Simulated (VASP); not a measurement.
# Nb2SiO2 (I4/mmm) in VASP: single point with PBE

Aim: the single point of Nb2SiO2 with PBE.

Everything below comes from runs of VASP 6.6.1. Logs are shortened: lines on timing, memory, paths and dates and some standing lists are left out, and cuts for length are marked.

### Step 1. The cell of the first run

Symmetry: I4/mmm, No. 139, tetragonal system. Conventional cell: a = 3.451 Å, b = 3.451 Å, c = 10.743 Å, α = 90.00°, β = 90.00°, γ = 90.00°. Nb (site symmetry 4mm) has 4 O at 2.13 Å and 4 Si at 2.83 Å and 1 Nb at 2.87 Å within 2.9 Å. Within 3.7 Å of Si (site symmetry 4/mmm) lie 8 Nb at 2.83 Å and 8 O at 3.19 Å and 4 Si at 3.45 Å. O (site symmetry -4m2) has 4 Nb at 2.13 Å and 4 O at 2.44 Å within 2.8 Å.

### Step 2. Single point, PBE

Input file INCAR:

```
  PREC = Accurate
  ENCUT = 600
  EDIFF = 1E-6
  ISMEAR = 0
  SIGMA = 0.2
  LREAL = False
  LASPH = True
  NELM = 120
  ALGO = Normal
  ISIF = 2
  LWAVE = False
  LCHARG = True
  GGA = PE
  LELF = True
  LVHAR = True
  NBANDS = 53
  GGA_COMPAT = False
```

Input file KPOINTS:

```
Automatic mesh
0
Gamma
  6 6 4
```

Input file POSCAR:

```
Nb2SiO2
1.0
   -3.4513798229      0.0000000000      0.0000000000
    1.7256899114      1.7256899114     -5.3713280736
    0.0000000000     -6.9027596457      0.0000000000
Nb Si O
4 2 4
Direct
    0.6337347633      0.2674695267      0.8168673817
    0.6337347633      0.2674695267      0.3168673817
    0.3662652367      0.7325304733      0.6831326183
    0.3662652367      0.7325304733      0.1831326183
    1.0000000000      1.0000000000      1.0000000000
    0.0000000000      0.0000000000      0.5000000000
    0.7500000000      0.5000000000      0.6250000000
    0.7500000000      0.5000000000      0.1250000000
    0.2500000000      0.5000000000      0.8750000000
    0.2500000000      0.5000000000      0.3750000000
```

Potentials or basis: VASP PAW PBE potentials, release 64 (Nb_sv, Si, O).

The run is started by

```sh
$ cat potpaw_PBE.64/Nb_sv/POTCAR potpaw_PBE.64/Si/POTCAR potpaw_PBE.64/O/POTCAR > POTCAR
$ mpirun -np 1 vasp_std > vasp.out
```

OUTCAR:

```text
PREC = Accurate
   ENCUT = 600
   EDIFF = 1E-6
   ISMEAR = 0
   LREAL = False
   LASPH = True
   NELM = 120
   ISIF = 2
   GGA = PE

 ion  position               nearest neighbor table
   1  0.634  0.267  0.817-   8 2.13   9 2.13   7 2.13   9 2.13   5 2.83   5 2.83   6 2.83   6 2.83
                             3 2.87
   2  0.634  0.267  0.317-   7 2.13  10 2.13   8 2.13  10 2.13   6 2.83   6 2.83   5 2.83   5 2.83
                             4 2.87
   3  0.366  0.733  0.683-  10 2.13   7 2.13   9 2.13   7 2.13   6 2.83   6 2.83   5 2.83   5 2.83
                             1 2.87
   4  0.366  0.733  0.183-   9 2.13   8 2.13  10 2.13   8 2.13   5 2.83   5 2.83   6 2.83   6 2.83
                             2 2.87
   5  0.000  0.000  0.000-   1 2.83   4 2.83   4 2.83   1 2.83   3 2.83   2 2.83   3 2.83   2 2.83

   6  0.000  0.000  0.500-   2 2.83   3 2.83   3 2.83   2 2.83   1 2.83   4 2.83   1 2.83   4 2.83

   7  0.750  0.500  0.625-   2 2.13   3 2.13   1 2.13   3 2.13
   8  0.750  0.500  0.125-   1 2.13   4 2.13   2 2.13   4 2.13
   9  0.250  0.500  0.875-   4 2.13   1 2.13   3 2.13   1 2.13
  10  0.250  0.500  0.375-   3 2.13   2 2.13   4 2.13   2 2.13

  LATTYP: Found a base centered monoclinic cell.
 ALAT       =    11.2834694921
 B/A-ratio  =     0.3058793065
 C/A-ratio  =     0.6117586129
 COS(beta)  =    -0.3058793065

  Lattice vectors:

 A1 = (  -1.7256899115,   1.7256899114,  -5.3713280736)
 A2 = (   1.7256899114,   1.7256899114,  -5.3713280736)
 A3 = (   0.0000000000,  -6.9027596457,   0.0000000000)

Analysis of symmetry for initial positions (statically):
=====================================================================
 Subroutine PRICEL returns following result:

  LATTYP: Found a body centered tetragonal cell.
 ALAT       =     3.4513798229
 C/A-ratio  =     3.1125685084

  Lattice vectors:

 A1 = (  -1.7256899115,   1.7256899114,  -5.3713280736)
 A2 = (   1.7256899114,  -1.7256899114,  -5.3713280736)
 A3 = (  -1.7256899114,  -1.7256899114,   5.3713280736)

   2 primitive cells build up your supercell.

 Routine SETGRP: Setting up the symmetry group for a
 base centered monoclinic supercell.

 Subroutine GETGRP returns: Found  4 space group operations
 (whereof  4 operations were pure point group operations)
 out of a pool of  4 trial point group operations.

The static configuration has the point symmetry C_2h.

[... 129 lines left out ...]
   EDIFF  = 0.1E-05   stopping-criterion for ELM
   LREAL  =      F    real-space projection
   EDIFFG = 0.1E-04   stopping-criterion for IOM
   NSW    =      0    number of steps for IOM
   IBRION =     -1    ionic relax: 0-MD 1-quasi-New 2-CG
   NFREE  =      0    steps in history (QN), initial steepest desc. (CG)
   ISIF   =      2    stress and relaxation
   ISYM   =      2    0-nonsym 1-usesym 2-fastsym
   POTIM  = 0.5000    time-step for ionic-motion
   TEBEG  =    0.0;   TEEND  =   0.0 temperature during run
   PSTRESS=    0.0 pullay stress
   NELECT =      84.0000    total number of electrons
   NUPDOWN=      -1.0000    fix difference up-down
   EMIN   =  10.00;   EMAX   =-10.00  energy-range for DOS
   EFERMI =   0.00;   METHOD = LEGACY
   ISMEAR =     0;   SIGMA  =   0.20  broadening in eV -4-tet -1-fermi 0-gaus
   EFERMI_NEDOS =   21; number of points for ismear=-14 and -15
   IALGO  =     38    algorithm
   IMIX   =      4    mixing-type and parameters
     AMIX     =   0.40;   BMIX     =  1.00
     AMIX_MAG =   1.60;   BMIX_MAG =  1.00
  volume/ion in A,a.u.               =      12.80        86.36
  Fermi-wavevector in a.u.,A,eV,Ry     =   1.422773  2.688651 27.542032  2.024282
  Thomas-Fermi vector in A             =   2.543441
   LORBIT       =      0    0 simple, 1 ext, 2 COOP (PROOUT), +10 PAW based schemes
   GGA     = PE    functional components
   LHFCALC =     F    Hartree Fock is set to
   AEXX    =    0.0000 exact exchange contribution
   IVDW    =     0    specifies the selected vdW correction
   LEPSILON=     F    determine dielectric tensor
   LRPA    =     F    only Hartree local field effects (RPA)
 non-spin polarized calculation
 Gauss-broadening in eV      SIGMA  =   0.20
  energy-cutoff  :      600.00
  volume of cell :      127.97
 maximum number of plane-waves:      4294
   NGX = 13   NGY = 23   NGZ = 27

 number of electron      84.0000004 magnetization

 Free energy of the ion-electron system (eV)
  ---------------------------------------------------
  ext. energy  EPLUGINS =         0.00000000
  ---------------------------------------------------
  free energy    TOTEN  =       -86.22317619 eV

  energy without entropy =      -86.15863236  energy(sigma->0) =      -86.19090427

 E-fermi :  10.4071     XC(G=0): -12.1054

 val. band max:       10.3798669604   @ k =   0.0000  -0.3333   0.2500
 cond. band min:      10.4081009954   @ k =   0.0000   0.0000   0.0000
 fundamental gap:      0.0282340350
 Fermi energy:        10.4071390907

 k-point     1 :       0.0000    0.0000    0.0000
  band No.  band energies     occupation
      1     -45.5588      2.00000
      2     -45.5331      2.00000
      3     -45.4860      2.00000
      4     -45.4855      2.00000
      5     -21.8949      2.00000
      6     -21.8749      2.00000
[... 1333 lines left out ...]
     52      13.2927      0.00000
     53      13.7316      0.00000

 [... further k-points ...]
[... 5 lines left out ...]
  --------------------------------------------------------------------------------------
  -------------------------------------------------------------------------------------
  Total       -0.1610070     -0.5046613     -0.0608345     -0.0000000     -0.0022314     -0.0000000
  in kB       -2.0158496     -6.3184916     -0.7616634     -0.0000000     -0.0279380     -0.0000000
  external PRESSURE =      -3.0320015 kB  Pullay stress =       0.0000000 kB

 VOLUME and BASIS-vectors are now :
 -----------------------------------------------------------------------------
  energy-cutoff  :      600.00
  volume of cell :      127.97
      direct lattice vectors                 reciprocal lattice vectors
    -3.451379823  0.000000000  0.000000000    -0.289739192  0.000000000 -0.093086848
     1.725689911  1.725689911 -5.371328074     0.000000000  0.000000000 -0.186173696
     0.000000000 -6.902759646  0.000000000     0.000000000 -0.144869596 -0.046543424

 POSITION                                       TOTAL-FORCE (eV/Angst)
 -----------------------------------------------------------------------------------
     -1.72569     -5.17707     -1.43667        -0.000000     -0.001040     -0.037551
     -1.72569     -1.72569     -1.43667        -0.000000     -0.001040     -0.037551
     -0.00000     -3.45138     -3.93466         0.000000      0.001040      0.037551
     -0.00000      0.00000     -3.93466         0.000000      0.001040      0.037551
      0.00000      0.00000      0.00000         0.000000      0.000000      0.000000
      0.00000     -3.45138      0.00000         0.000000      0.000000     -0.000000
     -1.72569     -3.45138     -2.68566         0.000000      0.001603      0.020993
     -1.72569     -0.00000     -2.68566         0.000000      0.001603      0.020993
     -0.00000     -5.17707     -2.68566        -0.000000     -0.001603     -0.020993
     -0.00000     -1.72569     -2.68566        -0.000000     -0.001603     -0.020993
 -----------------------------------------------------------------------------------
    total drift:                               -0.000000     -0.000000      0.000000

  FREE ENERGIE OF THE ION-ELECTRON SYSTEM (eV)
  ---------------------------------------------------
  free  energy   TOTEN  =       -86.2231761898 eV

  energy  without entropy=      -86.1586323554  energy(sigma->0) =      -86.19090427
```

stdout:

```text
POSCAR found type information on POSCAR NbSiO
 POSCAR found :  3 types and      10 ions
 scaLAPACK will be used
 LDA part: xc-table for (Slater+PW92), standard interpolation
 POSCAR, INCAR and KPOINTS ok, starting setup
 FFT: planning ... GRIDC
 FFT: planning ... GRID_SOFT
 FFT: planning ... GRID
 WAVECAR not read
 entering main loop
```

Run time: 7.7 min. Hardware: 1 thread of Intel Xeon 6975P-C (Granite Rapids), shared host; peak memory 0.45 GiB.

What came out:

```
Free energy            : -86.2232 eV
Pressure               : -0.3 GPa
Largest force          : 0.038 eV/Å
Band gap on the k mesh : zero (bands 42 and 43 overlap by 0.17 eV)
```

Forces on the atoms (eV/Å):
```
Nb   0.000 -0.001 -0.038
Nb   0.000 -0.001 -0.038
Nb   0.000  0.001  0.038
Nb   0.000  0.001  0.038
Si   0.000  0.000  0.000
Si   0.000  0.000  0.000
O    0.000  0.002  0.021
O    0.000  0.002  0.021
O    0.000 -0.002 -0.021
O    0.000 -0.002 -0.021
```

The gap in the log of VASP goes by the Fermi energy; the results here count the filled bands.